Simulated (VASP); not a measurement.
# Al18HO in VASP: a series of runs, part 2 of 2

VASP 6.6.1.

## 4. Single point, LDA

File INCAR:

```
SYSTEM = Al18HO
ALGO = Normal ; EDIFF = 1E-7
ENCUT = 520 ; GGA = CA
ISIF = 2 ; ISMEAR = -1
LASPH = .True. ; LCHARG = .False.
LREAL = Auto ; LWAVE = .False.
NBANDS = 46 ; NELM = 60
PREC = Accurate ; SIGMA = 0.1
```

File KPOINTS:

```
k-points
0
Gamma
  3 2 1
  0 0 0
```

File POSCAR:

```
Al18HO
1.0
    5.7275650000      0.0000000000      0.0000000000
    4.2956740000      7.4403250000      0.0000000000
    0.0000000000      0.0000000000     15.6765370000
Al O H
18 1 1
Direct
    0.1666684695      0.1111107378      0.0637895984
    0.6666715249      0.1111107378      0.0637895984
    0.1666708227      0.4444429511      0.0637895984
    0.6666738781      0.4444429511      0.0637895984
    0.1666731759      0.7777751644      0.0637895984
    0.6666762313      0.7777751644      0.0637895984
   -0.1717337067      0.2276513459      0.2076925535
    0.3377907342      0.2216838646      0.2082730389
   -0.1610892677      0.5490754772      0.2058745500
    0.3327542524      0.5570321189      0.2096764100
   -0.1644633576      0.8897729602      0.2102186216
    0.3325786907      0.8878778817      0.2097083048
   -0.0174816731      0.0207249011      0.3532540382
    0.5010669688      0.0007929761      0.3541024398
    0.0017181593      0.3307651211      0.3574258779
    0.4992629501      0.3329021246      0.3535921231
   -0.0106900745      0.6549445085      0.3527756162
    0.5295315527      0.6511140306      0.3513531082
    0.1696321158      0.7773450757      0.4114811836
    0.1730794420      0.7753559152      0.4741098114
```

Potentials or basis: VASP PAW LDA potentials, release 64 (Al, O, H).

Command:

```sh
$ cat potpaw_LDA.64/Al/POTCAR potpaw_LDA.64/O/POTCAR potpaw_LDA.64/H/POTCAR > POTCAR
$ mpirun -np 1 vasp_std > vasp.out
```

OUTCAR:

```text
SYSTEM = Al18HO
   EDIFF = 1E-7
   ENCUT = 520
   GGA = CA
   ISIF = 2
   ISMEAR = -1
   LASPH = .True.
   LREAL = Auto
   NELM = 60
   PREC = Accurate

 ion  position               nearest neighbor table
   1  0.167  0.111  0.064-   7 2.81   8 2.82  12 2.83   4 2.86   2 2.86   3 2.86   5 2.86   2 2.86
                             6 2.86
   2  0.667  0.111  0.064-   8 2.79   7 2.81  11 2.83   1 2.86   3 2.86   4 2.86   6 2.86   5 2.86
                             1 2.86
   3  0.167  0.444  0.064-   9 2.76   8 2.81  10 2.83   6 2.86   4 2.86   2 2.86   5 2.86   1 2.86
                             4 2.86
   4  0.667  0.444  0.064-   9 2.76   7 2.77  10 2.82   1 2.86   3 2.86   5 2.86   6 2.86   2 2.86
                             3 2.86
   5  0.167  0.778  0.064-  10 2.82  12 2.82  11 2.82   6 2.86   4 2.86   3 2.86   1 2.86   2 2.86
                             6 2.86
   6  0.667  0.778  0.064-   9 2.80  12 2.82  11 2.84   3 2.86   5 2.86   4 2.86   2 2.86   5 2.86
                             1 2.86
   7  0.828  0.228  0.208-  13 2.75   4 2.77   9 2.79   2 2.81  16 2.81   1 2.81  10 2.83   8 2.84
                            15 2.86  11 2.88   8 2.89  12 2.90
   8  0.338  0.222  0.208-   2 2.79  16 2.80   3 2.81   1 2.82  14 2.82   7 2.84   9 2.84  11 2.85
                            10 2.87  15 2.87  12 2.88   7 2.89
   9  0.839  0.549  0.206-  18 2.75   3 2.76   4 2.76  17 2.77   7 2.79   6 2.80   8 2.84  10 2.86
[... 4 lines left out ...]
                            10 2.85   7 2.88  12 2.89   9 2.92
  12  0.333  0.888  0.210-   5 2.82  14 2.82   6 2.82   1 2.83  18 2.84  11 2.84  10 2.84  13 2.85
                             8 2.88  11 2.89   7 2.90   9 2.91
  13  0.983  0.021  0.353-  19 2.03  15 2.72  16 2.73   7 2.75  11 2.82  12 2.85  14 2.85  14 2.89
                            17 3.12  18 3.15
  14  0.501  0.001  0.354-  11 2.80   8 2.82  12 2.82  13 2.85  15 2.85  16 2.85  17 2.89  13 2.89
                            18 2.93
  15  0.002  0.331  0.357-  13 2.72  18 2.73  17 2.75  14 2.85   7 2.86  16 2.86  16 2.87   8 2.87
                             9 2.88
  16  0.499  0.333  0.354-  13 2.73   8 2.80  10 2.81   7 2.81  18 2.82  17 2.85  14 2.85  15 2.86
                            15 2.87
  17  0.989  0.655  0.353-  19 2.03  18 2.65  15 2.75   9 2.77  10 2.82  11 2.84  16 2.85  14 2.89
                            18 3.08  13 3.12
  18  0.530  0.651  0.351-  19 2.02  17 2.65  15 2.73   9 2.75  10 2.79  16 2.82  12 2.84  14 2.93
                            17 3.08  13 3.15
  19  0.170  0.777  0.411-  20 0.98  18 2.02  17 2.03  13 2.03
  20  0.173  0.775  0.474-  19 0.98

  LATTYP: Found a simple monoclinic cell.
 ALAT       =     5.7275650000
 B/A-ratio  =     2.7370334514
 C/A-ratio  =     1.3228756151
 COS(beta)  =    -0.1889822093

  Lattice vectors:

 A1 = (   5.7275650000,   0.0000000000,   0.0000000000)
 A2 = (   0.0000000000,   0.0000000000, -15.6765370000)
 A3 = (  -1.4318910000,   7.4403250000,   0.0000000000)

Analysis of symmetry for initial positions (statically):
=====================================================================
 Subroutine PRICEL returns:
 Original cell was already a primitive cell.

 Routine SETGRP: Setting up the symmetry group for a
 simple monoclinic supercell.

 Subroutine GETGRP returns: Found  1 space group operations
 (whereof  1 operations were pure point group operations)
 out of a pool of  4 trial point group operations.

The static configuration has the point symmetry C_1 .

Analysis of symmetry for dynamics (positions and initial velocities):
=====================================================================
 Subroutine PRICEL returns:
 Original cell was already a primitive cell.

[... 125 lines left out ...]
   total plane-waves  NPLWV = 368640
   dimension x,y,z NGX =    48 NGY =   64 NGZ =  120
   dimension x,y,z NGXF=    96 NGYF=  128 NGZF=  240
   ions per type =              18   1   1
   NGX,Y,Z   is equivalent  to a cutoff of  13.93, 12.38, 12.73 a.u.
   NGXF,Y,Z  is equivalent  to a cutoff of  27.86, 24.77, 25.45 a.u.
 SYSTEM =  Al18HO
   PREC   = accura    normal or accurate (medium, high low for compatibility)
   ISTART =      0    job   : 0-new  1-cont  2-samecut
   ICHARG =      2    charge: 1-file 2-atom 10-const
   ISPIN  =      1    spin polarized calculation?
   LNONCOLLINEAR =      F non collinear calculations
   LSORBIT =      F    spin-orbit coupling
   LASPH  =      T    aspherical Exc in radial PAW
   ENCUT  =  520.0 eV  38.22 Ry    6.18 a.u.  10.65 15.97 29.15*2*pi/ulx,y,z
   NELM   =     60;   NELMIN=  2; NELMDL= -5     # of ELM steps
   EDIFF  = 0.1E-06   stopping-criterion for ELM
   LREAL  =      T    real-space projection
   EDIFFG = 0.1E-05   stopping-criterion for IOM
   NSW    =      0    number of steps for IOM
   IBRION =     -1    ionic relax: 0-MD 1-quasi-New 2-CG
   NFREE  =      0    steps in history (QN), initial steepest desc. (CG)
   ISIF   =      2    stress and relaxation
   ISYM   =      2    0-nonsym 1-usesym 2-fastsym
   POTIM  = 0.5000    time-step for ionic-motion
   TEBEG  =    0.0;   TEEND  =   0.0 temperature during run
   PSTRESS=    0.0 pullay stress
   NELECT =      61.0000    total number of electrons
   NUPDOWN=      -1.0000    fix difference up-down
   EMIN   =  10.00;   EMAX   =-10.00  energy-range for DOS
   EFERMI =   0.00;   METHOD = LEGACY
   ISMEAR =    -1;   SIGMA  =   0.10  broadening in eV -4-tet -1-fermi 0-gaus
   EFERMI_NEDOS =   21; number of points for ismear=-14 and -15
   IALGO  =     38    algorithm
   IMIX   =      4    mixing-type and parameters
     AMIX     =   0.40;   BMIX     =  1.00
     AMIX_MAG =   1.60;   BMIX_MAG =  1.00
  volume/ion in A,a.u.               =      33.40       225.41
  Fermi-wavevector in a.u.,A,eV,Ry     =   0.737192  1.393091  7.394119  0.543452
  Thomas-Fermi vector in A             =   1.830814
   LORBIT       =      0    0 simple, 1 ext, 2 COOP (PROOUT), +10 PAW based schemes
   GGA     = CA    functional components
   LHFCALC =     F    Hartree Fock is set to
   AEXX    =    0.0000 exact exchange contribution
   IVDW    =     0    specifies the selected vdW correction
   LEPSILON=     F    determine dielectric tensor
   LRPA    =     F    only Hartree local field effects (RPA)
 non-spin polarized calculation
  energy-cutoff  :      520.00
  volume of cell :      668.05
 maximum number of plane-waves:     17998
 NGX is ok and might be reduce to    42
   NGX = 21   NGY = 31   NGZ = 59

 number of electron      60.9999999 magnetization

 Free energy of the ion-electron system (eV)
  ---------------------------------------------------
  ext. energy  EPLUGINS =         0.00000000
  ---------------------------------------------------
  free energy    TOTEN  =       -83.40356622 eV

  energy without entropy =      -83.13958501  energy(sigma->0) =      -83.27157561

 E-fermi :   1.5071     XC(G=0):  -5.8564

 val. band max:        1.4843759785   @ k =   0.3333   0.0000   0.0000
 cond. band min:       1.5575192024   @ k =   0.3333   0.0000   0.0000
 fundamental gap:      0.0731432239
 Fermi energy:         1.5070753470

 k-point     1 :       0.0000    0.0000    0.0000
  band No.  band energies     occupation
      1     -21.0035      2.00000
      2      -9.4908      2.00000
      3      -8.7089      2.00000
      4      -7.0553      2.00000
      5      -6.8672      2.00000
      6      -6.2950      2.00000
[... 169 lines left out ...]
     41       3.9035      0.00000
     42       4.1036      0.00000
 [bands above 42 left out]

------------------------ aborting loop because EDIFF is reached ----------------------------------------

  FORCE on cell =-STRESS in cart. coord.  units (eV):
  Direction    XX          YY          ZZ          XY          YZ          ZX
  --------------------------------------------------------------------------------------
  -------------------------------------------------------------------------------------
  Total       -9.6265036     -8.6234278      0.2065543      0.1663176      0.0005648      0.0059843
  in kB      -23.0869784    -20.6813294      0.4953735      0.3988750      0.0013546      0.0143520
  external PRESSURE =     -14.4243115 kB  Pullay stress =       0.0000000 kB

 VOLUME and BASIS-vectors are now :
 -----------------------------------------------------------------------------
  energy-cutoff  :      520.00
  volume of cell :      668.05
      direct lattice vectors                 reciprocal lattice vectors
     5.727565000  0.000000000  0.000000000     0.174594265 -0.100802054  0.000000000
     4.295674000  7.440325000  0.000000000     0.000000000  0.134402731  0.000000000
     0.000000000  0.000000000 15.676537000     0.000000000  0.000000000  0.063789598

 POSITION                                       TOTAL-FORCE (eV/Angst)
 -----------------------------------------------------------------------------------
      1.43190      0.82670      1.00000        -0.131826      0.068641      0.023371
      4.29570      0.82670      1.00000         0.131870      0.301595     -0.036182
      2.86380      3.30680      1.00000         0.167831     -0.105348     -0.057880
      5.72760      3.30680      1.00000        -0.163893     -0.229566     -0.141479
      4.29570      5.78690      1.00000         0.037182     -0.010845      0.179295
      7.15950      5.78690      1.00000        -0.038358     -0.025453      0.015727
[... 12 lines left out ...]
      4.31080      5.78370      6.45060         0.005573     -0.006536     -0.140188
      4.32200      5.76890      7.43240         0.002466     -0.001295      0.158161
 -----------------------------------------------------------------------------------
    total drift:                               -0.004120     -0.000538      0.010289

  FREE ENERGIE OF THE ION-ELECTRON SYSTEM (eV)
  ---------------------------------------------------
  free  energy   TOTEN  =       -83.4035662178 eV

  energy  without entropy=      -83.1395850112  energy(sigma->0) =      -83.27157561
```

Wall time 7.3 min (1 thread of Intel Xeon 8259CL, shared host); peak memory 0.58 GiB.

Results:

| Item | Value |
| --- | --- |
| Free energy | -83.4036 eV |
| Largest force | 0.331 eV/Å |
| Band gap on the k mesh | zero (an odd number of electrons rules out a gap without spin polarisation) |

Forces on the atoms (eV/Å):
```
Al  -0.132  0.069  0.023
Al   0.132  0.302 -0.036
Al   0.168 -0.105 -0.058
Al  -0.164 -0.230 -0.141
Al   0.037 -0.011  0.179
Al  -0.038 -0.025  0.016
Al  -0.011 -0.007  0.003
Al   0.008  0.006 -0.004
Al   0.009  0.004 -0.006
Al  -0.010 -0.006 -0.004
Al   0.007  0.002 -0.006
Al  -0.008  0.002  0.006
Al  -0.009 -0.010 -0.007
Al   0.001 -0.005 -0.001
Al   0.005  0.015  0.010
Al   0.002  0.007 -0.004
Al   0.003 -0.002  0.008
Al  -0.009  0.004  0.005
O    0.006 -0.007 -0.140
H    0.002 -0.001  0.158
```

Levels at points of the mesh, in eV from the Fermi level:
| k point | band 27 | band 28 | band 29 | band 30 | band 31 | band 32 | band 33 | band 34 | band 35 | band 36 |
| --- | --- | --- | --- | --- | --- | --- | --- | --- | --- | --- |
| (0.00, 0.00, 0.00) | -0.66 | -0.48 | -0.38 | -0.24 | -0.09 | 0.15 | 0.33 | 0.54 | 0.62 | 1.26 |
| (0.00, 0.50, 0.00) | -1.35 | -1.04 | -0.39 | -0.30 | -0.26 | 0.21 | 0.52 | 0.62 | 1.11 | 1.27 |

Caveat: the k points lie up to 0.42 Å⁻¹ apart, too coarse for converged energies and pressures of a metal; there is no dipole correction, which matters where the two faces differ; an odd number of electrons without spin polarisation forces a metal; a magnetic or distorted state may lie lower.

## 5. Single point, LDA

File INCAR:

```
ALGO     = Normal         # electronic algorithm
EDIFF    = 1E-6           # SCF threshold, eV
ENCUT    = 520            # plane-wave cutoff, eV
GGA      = CA             # functional
ISIF     = 2              # what is computed and relaxed
ISMEAR   = -1             # smearing method
LASPH    = T              # aspherical terms in the spheres
LCHARG   = F              # write CHGCAR
LREAL    = Auto         
LWAVE    = F              # write WAVECAR
NBANDS   = 46             # bands
NELM     = 60             # most SCF steps
PREC     = Accurate       # precision mode
SIGMA    = 0.1            # smearing width, eV
```

File KPOINTS:

```
k-points
0
Gamma
  3 2 1
```

File POSCAR:

```
Al18HO
1.0
    5.7275650000      0.0000000000      0.0000000000
    4.2956740000      7.4403250000      0.0000000000
    0.0000000000      0.0000000000     15.6765370000
Al O H
18 1 1
Direct
    0.1666684695      0.1111107378      0.0637895984
    0.6666715249      0.1111107378      0.0637895984
    0.1666708227      0.4444429511      0.0637895984
    0.6666738781      0.4444429511      0.0637895984
    0.1666731759      0.7777751644      0.0637895984
    0.6666762313      0.7777751644      0.0637895984
   -0.1717966949      0.2274094210      0.2077946169
    0.3384783073      0.2217913868      0.2082411441
   -0.1608556397      0.5491829994      0.2056512864
    0.3329061792      0.5567364329      0.2095934836
   -0.1640774669      0.8901896087      0.2101803479
    0.3328413058      0.8877837998      0.2097720944
   -0.0174984088      0.0206308192      0.3532221434
    0.5009683379      0.0006451331      0.3542045032
    0.0012168500      0.3314102543      0.3573684673
    0.4990044834      0.3327811621      0.3535985020
   -0.0111393413      0.6549848293      0.3524630472
    0.5292160295      0.6509527474      0.3514679294
    0.1694026362      0.7770225091      0.4114237730
    0.1722158271      0.7754365569      0.4740460218
```

Command:

```sh
$ cat potpaw_LDA.64/Al/POTCAR potpaw_LDA.64/O/POTCAR potpaw_LDA.64/H/POTCAR > POTCAR
$ mpirun -np 1 vasp_std > vasp.out
```

It took 7.4 min on 1 thread of Intel Xeon 8259CL, shared host; peak memory 0.58 GiB.

Results (log left out):

```
Free energy            : -83.4034 eV
Largest force          : 0.332 eV/Å
Band gap on the k mesh : zero (an odd number of electrons rules out a gap without spin polarisation)
```

Forces in eV/Å, atoms in the order of the input:
```
Al  -0.131  0.069  0.029
Al   0.133  0.302 -0.041
Al   0.169 -0.106 -0.067
Al  -0.164 -0.231 -0.144
Al   0.040 -0.011  0.177
Al  -0.038 -0.022  0.014
Al   0.011  0.006 -0.006
Al  -0.017 -0.003  0.001
Al  -0.006  0.000  0.010
Al  -0.001  0.005  0.002
Al  -0.008 -0.011 -0.005
Al  -0.002  0.002  0.002
Al  -0.001 -0.003  0.001
Al  -0.002  0.000 -0.008
Al   0.002 -0.011  0.008
Al   0.007  0.008 -0.002
Al   0.010  0.007  0.019
Al  -0.009  0.006 -0.010
O    0.006 -0.001 -0.146
H    0.001 -0.005  0.164
```

Levels at points of the mesh, in eV from the Fermi level:
```csv
k point,band 27,band 28,band 29,band 30,band 31,band 32,band 33,band 34,band 35,band 36
"(0.00, 0.00, 0.00)",-0.66,-0.48,-0.38,-0.24,-0.09,0.15,0.33,0.54,0.63,1.26
"(0.00, 0.50, 0.00)",-1.35,-1.04,-0.39,-0.30,-0.27,0.21,0.52,0.62,1.11,1.27
```

Caveat: the k points lie up to 0.42 Å⁻¹ apart, too coarse for converged energies and pressures of a metal; there is no dipole correction, which matters where the two faces differ; an odd number of electrons without spin polarisation forces a metal; a magnetic or distorted state may lie lower.

## 6. Overview

```tsv
cell	gap on the mesh (eV)	largest force (eV/Å)
as given, atomic positions A	none	0.33
as given, atomic positions B	none	0.33
as given, atomic positions C	none	0.33
as given, atomic positions D	none	0.33
```

Alike in all rows: task single point; level LDA; potentials or basis VASP PAW LDA potentials, release 64 (Al, O, H); no spin polarisation; k mesh 3 × 2 × 1; cutoff (eV) 520; smearing fermi-dirac 0.1 eV.

Caveats: all runs use coarse meshes; there is no dipole correction, which matters where the two faces differ; an odd number of electrons without spin polarisation forces a metal; a magnetic or distorted state may lie lower.

Absolute energies hang on the potentials; compare differences alone.

The gap in the log of VASP goes by the Fermi energy; the results here count the filled bands.